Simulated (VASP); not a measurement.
# Sn (C2/c) in VASP: further runs

Sn is run at these levels: LDA; tasks: single point.

All numbers are computed with VASP 6.6.1; they aren't measurements. Logs are shortened: lines on timing, memory, paths and dates and some standing lists are left out, and cuts for length are marked.

### 1 The cell of the first run

The typed cell holds 2 atoms: a = 4.387 Å, b = 4.387 Å, c = 4.384 Å, α = 97.23°, β = 97.23°, γ = 138.40°.

### 2 Single point, LDA

Input file INCAR:

```
  PREC = Accurate
  ENCUT = 520
  EDIFF = 1E-6
  ISMEAR = -1
  SIGMA = 0.1
  LREAL = F
  LASPH = T
  NELM = 100
  ALGO = Normal
  ISIF = 2
  LWAVE = F
  LCHARG = F
  GGA = CA
  NBANDS = 21
```

Input file KPOINTS:

```
Automatic mesh
0
Gamma
  11 11 8
```

Input file POSCAR:

```
Sn
1.0
   -2.8994216605      2.9008009606      1.5581694818
    2.9008009606     -2.8994216605      1.5581694818
    2.8985835788      2.8985835788     -1.5556411493
Sn
2
Direct
    0.0000164062      0.9999835938      0.0000000000
    0.7499835938      0.2500164062      0.5000000000
```

Potentials or basis: VASP PAW LDA potentials, release 64 (Sn_d).

On the command line:

```sh
$ cat potpaw_LDA.64/Sn_d/POTCAR > POTCAR
$ mpirun -np 1 vasp_std > vasp.out
```

OUTCAR:

```text
PREC = Accurate
   ENCUT = 520
   EDIFF = 1E-6
   ISMEAR = -1
   LREAL = F
   LASPH = T
   NELM = 100
   ISIF = 2
   GGA = CA

 ion  position               nearest neighbor table
   1  0.000  1.000  0.000-   2 3.00   2 3.00   2 3.00   2 3.00   2 3.72   2 3.72   2 3.73   2 3.73

   2  0.750  0.250  0.500-   1 3.00   1 3.00   1 3.00   1 3.00   1 3.72   1 3.72   1 3.73   1 3.73

  LATTYP: Found a base centered monoclinic cell.
 ALAT       =     3.1163395741
 B/A-ratio  =     2.6321757628
 C/A-ratio  =     1.4069300504
 COS(beta)  =    -0.3542216887

  Lattice vectors:

 A1 = (  -2.8994216605,   2.9008009606,   1.5581694818)
 A2 = (   2.9008009606,  -2.8994216605,   1.5581694818)
 A3 = (   2.8985835788,   2.8985835788,  -1.5556411493)

Analysis of symmetry for initial positions (statically):
=====================================================================
 Subroutine PRICEL returns:
 Original cell was already a primitive cell.

 Routine SETGRP: Setting up the symmetry group for a
 base centered monoclinic supercell.

 Subroutine GETGRP returns: Found  4 space group operations
 (whereof  2 operations were pure point group operations)
 out of a pool of  4 trial point group operations.

The static configuration has the point symmetry C_2 .
 The point group associated with its full space group is C_2h.

Analysis of symmetry for dynamics (positions and initial velocities):
=====================================================================
 Subroutine PRICEL returns:
 Original cell was already a primitive cell.

 Routine SETGRP: Setting up the symmetry group for a
 base centered monoclinic supercell.

 Subroutine GETGRP returns: Found  4 space group operations
 (whereof  2 operations were pure point group operations)
 out of a pool of  4 trial point group operations.

The dynamic configuration has the point symmetry C_2 .
 The point group associated with its full space group is C_2h.

 Subroutine INISYM returns: Found  4 space group operations
 (whereof  2 operations are pure point group operations),
 and found     1 'primitive' translations

----------------------------------------------------------------------------------------

                                     Primitive cell

  volume of cell :      52.4057

  direct lattice vectors                    reciprocal lattice vectors
    -2.899421660  2.900800961  1.558169482    -0.000114965  0.172292210  0.320813149
     2.900800961 -2.899421660  1.558169482     0.172292210 -0.000114965  0.320813149
     2.898583579  2.898583579 -1.555641149     0.172457079  0.172457079 -0.000152660

  length of vectors
     4.387389236  4.387389236  4.384471794     0.364150649  0.364150649  0.243891188

  position of ions in fractional coordinates (direct lattice)
     0.000016406  0.999983594  1.000000000
     0.749983594  0.250016406  0.500000000

  ion indices of the primitive-cell ions
   primitive index   ion index
                 1           1
                 2           2

----------------------------------------------------------------------------------------

 KPOINTS: Automatic mesh

Automatic generation of k-mesh.
 Grid dimensions read from file:
 generate k-points for:   11   11    8

 Generating k-lattice:

  Cartesian coordinates                     Fractional coordinates (reciprocal lattice)
    -0.000010451  0.015662928  0.029164832     0.090909091 -0.000000000  0.000000000
     0.015662928 -0.000010451  0.029164832    -0.000000000  0.090909091  0.000000000
     0.021557135  0.021557135 -0.000019082    -0.000000000 -0.000000000  0.125000000

  Length of vectors
     0.033104604  0.033104604  0.030486399

  Shift w.r.t. Gamma in fractional coordinates (k-lattice)
     0.000000000  0.000000000  0.000000000

 Subroutine IBZKPT returns following result:
 ===========================================

 Found    270 irreducible k-points:

 Following reciprocal coordinates:
            Coordinates               Weight
  0.000000  0.000000  0.000000      1.000000
  0.090909  0.000000 -0.000000      4.000000
  0.181818  0.000000  0.000000      4.000000
  0.272727  0.000000  0.000000      4.000000
  0.363636  0.000000 -0.000000      4.000000
  0.454545 -0.000000  0.000000      4.000000
[... 16 lines left out ...]
 -0.272727  0.181818  0.000000      4.000000
 -0.181818  0.181818  0.000000      2.000000
 [... further k-points ...]
   k-points           NKPTS =    270   k-points in BZ     NKDIM =    270   number of bands    NBANDS=     21
   number of dos      NEDOS =    301   number of ions     NIONS =      2
   total plane-waves  NPLWV =  46656
   dimension x,y,z NGX =    36 NGY =   36 NGZ =   36
   dimension x,y,z NGXF=    72 NGYF=   72 NGZF=   72
   ions per type =               2
   NGX,Y,Z   is equivalent  to a cutoff of  13.64, 13.64, 13.65 a.u.
   NGXF,Y,Z  is equivalent  to a cutoff of  27.28, 27.28, 27.30 a.u.
 SYSTEM =  unknown system
   PREC   = accura    normal or accurate (medium, high low for compatibility)
   ISTART =      0    job   : 0-new  1-cont  2-samecut
   ICHARG =      2    charge: 1-file 2-atom 10-const
   ISPIN  =      1    spin polarized calculation?
   LNONCOLLINEAR =      F non collinear calculations
   LSORBIT =      F    spin-orbit coupling
   LASPH  =      T    aspherical Exc in radial PAW
   ENCUT  =  520.0 eV  38.22 Ry    6.18 a.u.   8.16  8.16  8.15*2*pi/ulx,y,z
   NELM   =    100;   NELMIN=  2; NELMDL= -5     # of ELM steps
   EDIFF  = 0.1E-05   stopping-criterion for ELM
   LREAL  =      F    real-space projection
[... 7 lines left out ...]
   TEBEG  =    0.0;   TEEND  =   0.0 temperature during run
   PSTRESS=    0.0 pullay stress
   NELECT =      28.0000    total number of electrons
   NUPDOWN=      -1.0000    fix difference up-down
   EMIN   =  10.00;   EMAX   =-10.00  energy-range for DOS
   EFERMI =   0.00;   METHOD = LEGACY
   ISMEAR =    -1;   SIGMA  =   0.10  broadening in eV -4-tet -1-fermi 0-gaus
   EFERMI_NEDOS =   21; number of points for ismear=-14 and -15
   IALGO  =     38    algorithm
   IMIX   =      4    mixing-type and parameters
     AMIX     =   0.40;   BMIX     =  1.00
     AMIX_MAG =   1.60;   BMIX_MAG =  1.00
  volume/ion in A,a.u.               =      26.20       176.83
  Fermi-wavevector in a.u.,A,eV,Ry     =   1.328418  2.510346 24.010122  1.764694
  Thomas-Fermi vector in A             =   2.457657
   LORBIT       =      0    0 simple, 1 ext, 2 COOP (PROOUT), +10 PAW based schemes
   GGA     = CA    functional components
   LHFCALC =     F    Hartree Fock is set to
   AEXX    =    0.0000 exact exchange contribution
   IVDW    =     0    specifies the selected vdW correction
   LEPSILON=     F    determine dielectric tensor
   LRPA    =     F    only Hartree local field effects (RPA)
 non-spin polarized calculation
  energy-cutoff  :      520.00
  volume of cell :       52.41
 maximum number of plane-waves:      1425
 NGX is ok and might be reduce to    36
   NGX = 17   NGY = 17   NGZ = 17

 number of electron      28.0000007 magnetization

 Free energy of the ion-electron system (eV)
  ---------------------------------------------------
  ext. energy  EPLUGINS =         0.00000000
  ---------------------------------------------------
  free energy    TOTEN  =        -9.00018755 eV

  energy without entropy =       -8.97255953  energy(sigma->0) =       -8.98637354

 E-fermi :   8.1109     XC(G=0): -10.7122

 val. band max:        8.1093786188   @ k =   0.4545   0.2727   0.1250
 cond. band min:       8.1232107797   @ k =   0.0909   0.0909   0.5000
 fundamental gap:      0.0138321609
 Fermi energy:         8.1109402731

 k-point     1 :       0.0000    0.0000    0.0000
  band No.  band energies     occupation
      1     -13.4602      2.00000
      2     -13.3804      2.00000
      3     -13.3223      2.00000
      4     -13.3220      2.00000
      5     -13.1330      2.00000
      6     -13.1328      2.00000
[... 13 lines left out ...]
     20      18.1178      0.00000
     21      18.8433      0.00000

 k-point     2 :       0.0909    0.0000   -0.0000
  band No.  band energies     occupation
      1     -13.4545      2.00000
      2     -13.3600      2.00000
      3     -13.3155      2.00000
      4     -13.2980      2.00000
      5     -13.1477      2.00000
      6     -13.1455      2.00000
[... 13 lines left out ...]
     20      17.6933      0.00000
     21      17.7460      0.00000

 k-point     3 :       0.1818    0.0000    0.0000
  band No.  band energies     occupation
      1     -13.4371      2.00000
      2     -13.3091      2.00000
      3     -13.2972      2.00000
      4     -13.2445      2.00000
      5     -13.1782      2.00000
      6     -13.1571      2.00000
[... 13 lines left out ...]
     20      16.3020      0.00000
     21      16.6533      0.00000

 k-point     4 :       0.2727    0.0000    0.0000
  band No.  band energies     occupation
      1     -13.4135      2.00000
      2     -13.2752      2.00000
      3     -13.2643      2.00000
      4     -13.2268      2.00000
      5     -13.2098      2.00000
      6     -13.1601      2.00000
[... 13 lines left out ...]
     20      15.3360      0.00000
     21      17.0327      0.00000

 k-point     5 :       0.3636    0.0000   -0.0000
  band No.  band energies     occupation
      1     -13.3926      2.00000
      2     -13.2717      2.00000
      3     -13.2633      2.00000
      4     -13.2439      2.00000
      5     -13.2169      2.00000
      6     -13.1818      2.00000
[... 13 lines left out ...]
     20      15.3004      0.00000
     21      18.0728      0.00000
[... 382 lines left out ...]
     20      16.5592      0.00000
     21      17.1979      0.00000

 k-point    22 :      -0.3636    0.1818    0.0000
  band No.  band energies     occupation
      1     -13.3902      2.00000
      2     -13.3190      2.00000
      3     -13.2850      2.00000
      4     -13.2555      2.00000
      5     -13.1868      2.00000
      6     -13.1496      2.00000
[... 13 lines left out ...]
     20      16.8599      0.00000
     21      17.9739      0.00000

 k-point    23 :      -0.2727    0.1818    0.0000
  band No.  band energies     occupation
      1     -13.4122      2.00000
      2     -13.3653      2.00000
      3     -13.3223      2.00000
      4     -13.2799      2.00000
      5     -13.1629      2.00000
      6     -13.1276      2.00000
[... 13 lines left out ...]
     20      18.4069      0.00000
     21      19.0274      0.00000

 k-point    24 :      -0.1818    0.1818    0.0000
  band No.  band energies     occupation
      1     -13.4300      2.00000
      2     -13.3839      2.00000
      3     -13.3372      2.00000
      4     -13.2973      2.00000
      5     -13.1481      2.00000
      6     -13.1202      2.00000
[... 13 lines left out ...]
     20      18.7258      0.00000
     21      18.9383      0.00000

 [... further k-points ...]
[... 5 lines left out ...]
  --------------------------------------------------------------------------------------
  -------------------------------------------------------------------------------------
  Total        0.0111292      0.0111292      0.0079082      0.0002000      0.0012742      0.0012742
  in kB        0.3402494      0.3402494      0.2417729      0.0061140      0.0389568      0.0389566
  external PRESSURE =       0.3074239 kB  Pullay stress =       0.0000000 kB

 VOLUME and BASIS-vectors are now :
 -----------------------------------------------------------------------------
  energy-cutoff  :      520.00
  volume of cell :       52.41
      direct lattice vectors                 reciprocal lattice vectors
    -2.899421660  2.900800961  1.558169482    -0.000114965  0.172292210  0.320813149
     2.900800961 -2.899421660  1.558169482     0.172292210 -0.000114965  0.320813149
     2.898583579  2.898583579 -1.555641149     0.172457079  0.172457079 -0.000152660

 POSITION                                       TOTAL-FORCE (eV/Angst)
 -----------------------------------------------------------------------------------
      2.90071     -2.89933      1.55817         0.000123     -0.000123      0.000000
      0.00002      2.89994      0.78035        -0.000123      0.000123     -0.000000
 -----------------------------------------------------------------------------------
    total drift:                               -0.000000     -0.000000     -0.000000

  FREE ENERGIE OF THE ION-ELECTRON SYSTEM (eV)
  ---------------------------------------------------
  free  energy   TOTEN  =        -9.0001875526 eV

  energy  without entropy=       -8.9725595252  energy(sigma->0) =       -8.98637354
```

It took 6.3 min on 1 thread of Intel Xeon 8259CL, shared host; peak memory 0.34 GiB.

Results:

```
Free energy            : -9.0002 eV
Pressure               : 0.0 GPa
Band gap on the k mesh : zero (bands 14 and 15 overlap by 3.81 eV)
```

Levels at points of the mesh, in eV from the Fermi level:
```csv
k point,band 11,band 12,band 13,band 14,band 15,band 16,band 17,band 18
"(0.00, 0.00, 0.00)",-11.39,-3.74,-2.09,-2.09,3.00,6.25,6.25,7.25
"(0.00, 0.00, 0.50)",-9.10,-9.10,0.55,0.55,1.55,1.55,6.37,6.37
```

Caveat: spin-orbit coupling is left out, which moves the levels of the heavy elements.

(Part 1 of 2 ends here.)
